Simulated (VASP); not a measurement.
# AlN (P6_3mc) in VASP: notebook

Aim: see how the results for AlN move with the level of theory and the settings. Levels: r2SCAN0, PBE. Tasks: single point.

All numbers are computed with VASP 6.6.1; they aren't measurements. Logs are shortened: lines on timing, memory, paths and dates and some standing lists are left out, and cuts for length are marked.

## 1. The cell of the first run

It takes space group P6_3mc (No. 186, hexagonal). Conventional cell: a = 3.107 Å, b = 3.107 Å, c = 4.979 Å, α = 90.00°, β = 90.00°, γ = 120.00°. Within 2.5 Å of Al (site symmetry 3m) lie 4 N at 1.89 to 1.90 Å. N (site symmetry 3m) has 4 Al at 1.89 to 1.90 Å within 2.5 Å.

## 2. Single point, r2SCAN0

Input file POSCAR:

```
AlN
1.0
    3.1066945332      0.0000000000      0.0000000000
   -1.5533472666      2.6904763876      0.0000000000
    0.0000000000      0.0000000000      4.9785887007
Al N
2 2
Direct
    0.3333333333      0.6666666667     -0.0007956004
    0.6666666667      0.3333333333      0.4992043996
    0.3333333333      0.6666666667      0.3807956004
    0.6666666667      0.3333333333      0.8807956004
```

Input file INCAR.step1:

```
PREC = Accurate
ENCUT = 520
EDIFF = 1E-5
ISMEAR = 0
SIGMA = 0.01
LREAL = False
LASPH = True
NELM = 100
ALGO = Normal
ISIF = 2
LWAVE = True
NBANDS = 16
GGA = PE
```

Input file INCAR.step2:

```
PREC = Accurate
ENCUT = 520
EDIFF = 1E-6
ISMEAR = 0
SIGMA = 0.01
LREAL = False
LASPH = True
NELM = 100
ALGO = Normal
ISIF = 2
LWAVE = False
LCHARG = True
METAGGA = R2SCAN
LHFCALC = True
AEXX = 0.25
LMIXTAU = True
PRECFOCK = Normal
LELF = True
LVHAR = True
NBANDS = 16
ISTART = 1
```

Input file KPOINTS:

```
regular mesh
0
Gamma
  6 6 4
```

Potentials or basis: VASP PAW PBE potentials, release 64 (Al, N).

Started as:

```console
$ cat potpaw_PBE.64/Al/POTCAR potpaw_PBE.64/N/POTCAR > POTCAR
$ cp INCAR.step1 INCAR
$ mpirun -np 1 vasp_std > vasp.out
$ cp INCAR.step2 INCAR
$ mpirun -np 1 vasp_std > vasp.out
```

OUTCAR:

```text
PREC = Accurate
   ENCUT = 520
   EDIFF = 1E-6
   ISMEAR = 0
   LREAL = False
   LASPH = True
   NELM = 100
   ISIF = 2
   METAGGA = R2SCAN
   LHFCALC = True
   AEXX = 0.25
   PRECFOCK = Normal
   ISTART = 1

 ion  position               nearest neighbor table
   1  0.333  0.667  0.999-   4 1.89   4 1.89   4 1.89   3 1.90   2 3.07   2 3.07   2 3.07   2 3.07
                             2 3.07   2 3.07
   2  0.667  0.333  0.499-   3 1.89   3 1.89   3 1.89   4 1.90   1 3.07   1 3.07   1 3.07   1 3.07
                             1 3.07   1 3.07
   3  0.333  0.667  0.381-   2 1.89   2 1.89   2 1.89   1 1.90
   4  0.667  0.333  0.881-   1 1.89   1 1.89   1 1.89   2 1.90

  LATTYP: Found a hexagonal cell.
 ALAT       =     3.1066945332
 C/A-ratio  =     1.6025356363

  Lattice vectors:

 A1 = (   3.1066945332,   0.0000000000,   0.0000000000)
 A2 = (  -1.5533472666,   2.6904763876,   0.0000000000)
 A3 = (   0.0000000000,   0.0000000000,   4.9785887007)

Analysis of symmetry for initial positions (statically):
=====================================================================
 Subroutine PRICEL returns:
 Original cell was already a primitive cell.

 Routine SETGRP: Setting up the symmetry group for a
 hexagonal supercell.

 Subroutine GETGRP returns: Found 12 space group operations
 (whereof  6 operations were pure point group operations)
 out of a pool of 24 trial point group operations.

The static configuration has the point symmetry C_3v.
 The point group associated with its full space group is C_6v.

Analysis of symmetry for dynamics (positions and initial velocities):
=====================================================================
 Subroutine PRICEL returns:
 Original cell was already a primitive cell.

 Routine SETGRP: Setting up the symmetry group for a
 hexagonal supercell.

 Subroutine GETGRP returns: Found 12 space group operations
 (whereof  6 operations were pure point group operations)
 out of a pool of 24 trial point group operations.

The dynamic configuration has the point symmetry C_3v.
 The point group associated with its full space group is C_6v.

 Subroutine INISYM returns: Found 12 space group operations
 (whereof  6 operations are pure point group operations),
 and found     1 'primitive' translations

[... 103 lines left out ...]
   TEBEG  =    0.0;   TEEND  =   0.0 temperature during run
   PSTRESS=    0.0 pullay stress
   NELECT =      16.0000    total number of electrons
   NUPDOWN=      -1.0000    fix difference up-down
   EMIN   =  10.00;   EMAX   =-10.00  energy-range for DOS
   EFERMI =   0.00;   METHOD = LEGACY
   ISMEAR =     0;   SIGMA  =   0.01  broadening in eV -4-tet -1-fermi 0-gaus
   EFERMI_NEDOS =   21; number of points for ismear=-14 and -15
   IALGO  =     38    algorithm
   IMIX   =      1    mixing-type and parameters
     AMIX     =   0.40;   BMIX     =  1.00
     AMIX_MAG =   1.60;   BMIX_MAG =  1.00
  volume/ion in A,a.u.               =      10.40        70.21
  Fermi-wavevector in a.u.,A,eV,Ry     =   1.190429  2.249585 19.281104  1.417121
  Thomas-Fermi vector in A             =   2.326514
   LORBIT       =      0    0 simple, 1 ext, 2 COOP (PROOUT), +10 PAW based schemes
   METAGGA = R2SCAN    functional components
   LHFCALC =     T    Hartree Fock is set to
   PRECFOCK=normal    Normal, Fast or Accurate (Low or Medium for compatibility)
   ENCUT4O =  -1.0   cutoff for four orbital integrals eV
   NKREDX  =     1    reduce k-point grid by
   NKREDY  =     1    reduce k-point grid by
   NKREDZ  =     1    reduce k-point grid by
   AEXX    =    0.2500 exact exchange contribution
   HFSCREEN=    0.0000 screening length (either q_TF or 0.3 A-1)
   HFSCREENC=   0.0000 screening length for correlation (either q_TF or 0.3 A-1)
   ENCUTFOCK=  -1.0 apply spherical cutoff to Coloumb kernel
   IVDW    =     0    specifies the selected vdW correction
   LEPSILON=     F    determine dielectric tensor
   LRPA    =     F    only Hartree local field effects (RPA)
 non-spin polarized calculation
 Gauss-broadening in eV      SIGMA  =   0.01
  energy-cutoff  :      520.00
  volume of cell :       41.61
 maximum number of plane-waves:      1152
 NGX is ok and might be reduce to    24
  NGX = 18; NGY = 18; NGZ = 28

 number of electron      15.9999996 magnetization

 Free energy of the ion-electron system (eV)
  ---------------------------------------------------
  ext. energy  EPLUGINS =         0.00000000
  ---------------------------------------------------
  free energy    TOTEN  =       -43.21677995 eV

  energy without entropy =      -43.21677995  energy(sigma->0) =      -43.21677995

 E-fermi :   4.8244     XC(G=0):  -8.8948

 val. band max:        4.7252395820   @ k =   0.0000   0.0000   0.0000
 cond. band min:      11.4901307060   @ k =   0.0000   0.0000   0.0000
 fundamental gap:      6.7648911240
 Fermi energy:         4.8243998499

 k-point     1 :       0.0000    0.0000    0.0000
  band No.  band energies     occupation
      1     -12.5060      2.00000
      2     -10.2272      2.00000
      3      -1.8626      2.00000
      4       3.7528      2.00000
      5       3.7528      2.00000
      6       4.4839      2.00000
[... 376 lines left out ...]
      3      -0.5751      2.00000
      4      -0.5751      2.00000
      5       0.4864      2.00000
      6       0.4864      2.00000
[... 8 lines left out ...]
     15      21.6357      0.00000
     16      21.6357      0.00000

------------------------ aborting loop because EDIFF is reached ----------------------------------------

  FORCE on cell =-STRESS in cart. coord.  units (eV):
  Direction    XX          YY          ZZ          XY          YZ          ZX
  --------------------------------------------------------------------------------------
  -------------------------------------------------------------------------------------
  Total       -0.8811495     -0.8811495     -0.8872749      0.0000000      0.0000000      0.0000000
  in kB      -33.9254958    -33.9254958    -34.1613302      0.0000000      0.0000000      0.0000000
  external PRESSURE =     -34.0041073 kB  Pullay stress =       0.0000000 kB

 VOLUME and BASIS-vectors are now :
 -----------------------------------------------------------------------------
  energy-cutoff  :      520.00
  volume of cell :       41.61
      direct lattice vectors                 reciprocal lattice vectors
     3.106694533  0.000000000  0.000000000     0.321885525  0.185840694  0.000000000
    -1.553347267  2.690476388  0.000000000     0.000000000  0.371681389  0.000000000
     0.000000000  0.000000000  4.978588701     0.000000000  0.000000000  0.200860135

 POSITION                                       TOTAL-FORCE (eV/Angst)
 -----------------------------------------------------------------------------------
     -0.00000      1.79365      4.97463         0.000000     -0.000000     -0.002929
      1.55335      0.89683      2.48533        -0.000000      0.000000     -0.002929
     -0.00000      1.79365      1.89582         0.000000     -0.000000      0.002929
      1.55335      0.89683      4.38512         0.000000      0.000000      0.002929
 -----------------------------------------------------------------------------------
    total drift:                               -0.000000     -0.000000     -0.019758

  FREE ENERGIE OF THE ION-ELECTRON SYSTEM (eV)
  ---------------------------------------------------
  free  energy   TOTEN  =       -43.2167799501 eV

  energy  without entropy=      -43.2167799501  energy(sigma->0) =      -43.21677995
```

OUTCAR.step1:

```text
PREC = Accurate
   ENCUT = 520
   EDIFF = 1E-5
   ISMEAR = 0
   LREAL = False
[... 627 lines left out ...]
     -0.00000      1.79365      4.97463         0.000000     -0.000000     -0.010225
      1.55335      0.89683      2.48533        -0.000000      0.000000     -0.010225
     -0.00000      1.79365      1.89582         0.000000      0.000000      0.010225
      1.55335      0.89683      4.38512        -0.000000     -0.000000      0.010225
 -----------------------------------------------------------------------------------
    total drift:                               -0.000000      0.000000     -0.000850

  FREE ENERGIE OF THE ION-ELECTRON SYSTEM (eV)
  ---------------------------------------------------
  free  energy   TOTEN  =       -29.7665252739 eV

  energy  without entropy=      -29.7665252739  energy(sigma->0) =      -29.76652527
```

OSZICAR.step1:

```text
N       E                     dE             d eps       ncg     rms          rms(c)
DAV:   1     0.412183788176E+02    0.41218E+02   -0.74587E+03   672   0.906E+02
DAV:   2    -0.311121472459E+02   -0.72331E+02   -0.66181E+02   928   0.185E+02
DAV:   3    -0.345098329982E+02   -0.33977E+01   -0.33891E+01   864   0.423E+01
DAV:   4    -0.345302570019E+02   -0.20424E-01   -0.20423E-01   808   0.365E+00
DAV:   5    -0.345305233726E+02   -0.26637E-03   -0.26637E-03   864   0.420E-01    0.122E+01
DAV:   6    -0.297546935386E+02    0.47758E+01   -0.10667E+01   792   0.237E+01    0.417E+00
DAV:   7    -0.297782811343E+02   -0.23588E-01   -0.68859E-01   720   0.583E+00    0.296E+00
DAV:   8    -0.297709773044E+02    0.73038E-02   -0.60053E-02   744   0.225E+00    0.585E-01
DAV:   9    -0.297659733664E+02    0.50039E-02   -0.12243E-02   864   0.816E-01    0.245E-01
DAV:  10    -0.297666070044E+02   -0.63364E-03   -0.23639E-03   712   0.301E-01    0.132E-01
DAV:  11    -0.297665221333E+02    0.84871E-04   -0.18446E-04   784   0.104E-01    0.327E-02
DAV:  12    -0.297665252739E+02   -0.31406E-05   -0.11597E-05   624   0.277E-02
   1 F= -.29766525E+02 E0= -.29766525E+02  d E =-.499393E-19
```

It took 42 min on 1 thread of Intel Xeon Platinum 8259CL at 2.50GHz (Skylake/Cascade Lake), shared host; peak memory 0.18 GiB.

What came out:

```
Free energy            : -43.2168 eV
Pressure               : -3.4 GPa
Band gap on the k mesh : 6.76 eV
```

Forces on the atoms (eV/Å):
```
Al   0.000  0.000 -0.003
Al   0.000  0.000 -0.003
N    0.000  0.000  0.003
N    0.000  0.000  0.003
```

Caveat: the cell stands under tension; the PAW data sets were made with another functional, which shifts forces and pressure a little.

## 3. Single point, PBE

Input file INCAR:

```
SYSTEM = AlN
ALGO = Normal ; EDIFF = 1E-6
ENCUT = 520 ; GGA = PE
ISIF = 2 ; ISMEAR = 0
LASPH = .True. ; LCHARG = .True.
LELF = .True. ; LREAL = .False.
LVHAR = .True. ; LWAVE = .False.
NBANDS = 16 ; NELM = 80
PREC = Accurate ; SIGMA = 0.01
```

Input file KPOINTS:

```
k-points
0
Gamma
  6 6 4
  0 0 0
```

POSCAR is that of step 2.

Potentials or basis: VASP PAW PBE potentials, release 64 (Al, N).

Started as:

```console
$ cat potpaw_PBE.64/Al/POTCAR potpaw_PBE.64/N/POTCAR > POTCAR
$ mpirun -np 1 vasp_std > vasp.out
```

Run time: 15 s. Hardware: 1 thread of Intel Xeon 8259CL, shared host; peak memory 0.15 GiB.

Results (log left out):

- Free energy: -29.7665 eV
- Pressure: 4.4 GPa
- Largest force: 0.010 eV/Å
- Band gap on the k mesh: 4.24 eV

Forces on the atoms (eV/Å):
```
Al   0.000  0.000 -0.010
Al   0.000  0.000 -0.010
N    0.000  0.000  0.010
N    0.000  0.000  0.010
```

Stress tensor (GPa, compression positive):
```
4.45 0.00 0.00
0.00 4.45 0.00
0.00 0.00 4.28
```

Levels at points of the mesh, in eV from the valence-band top:
```csv
k point,band 4,band 5,band 6,band 7,band 8,band 9,band 10,band 11,band 12,band 13
"(0.00, 0.00, 0.00)",-0.86,-0.86,-0.21,-0.21,0.00,4.24,6.70,10.64,11.19,11.19
"(0.50, 0.00, 0.00)",-4.17,-3.35,-2.09,-1.78,-0.69,5.81,5.83,8.22,10.31,10.94
"(0.00, 0.00, 0.50)",-3.34,-0.54,-0.54,-0.54,-0.54,6.51,6.51,10.35,10.35,11.51
"(0.50, 0.00, 0.50)",-5.61,-1.46,-1.46,-1.37,-1.37,5.32,5.32,9.28,9.28,11.86
```

Caveat: the cell stands under pressure.
